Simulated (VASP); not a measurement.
Input of a VASP 6.6.1 run:

Contents of INCAR:

```
PREC = Accurate
ENCUT = 520
EDIFF = 1E-6
ISMEAR = -1
SIGMA = 0.1
LREAL = False
LASPH = True
NELM = 60
ALGO = Normal
ISIF = 2
LWAVE = False
LCHARG = False
GGA = RP
NBANDS = 12
```

The input KPOINTS:

```
regular mesh
0
Gamma
  11 11 11
```

Contents of POSCAR:

```
La
1.0
    0.0000000000      2.7317855446      2.7317855446
    2.7317855446      0.0000000000      2.7317855446
    2.7317855446      2.7317855446      0.0000000000
La
1
Direct
    0.0000000000      0.0000000000      0.0000000000
```

Potentials or basis: VASP PAW PBE potentials, release 64 (La).

The run is started by

```sh
$ cat potpaw_PBE.64/La/POTCAR > POTCAR
$ mpirun -np 1 vasp_std > vasp.out
```

(1) Estimate the pressure.

## Answers

(1) -0.9 GPa.

Caveat: the PAW data sets were made with another functional, which shifts forces and pressure a little.
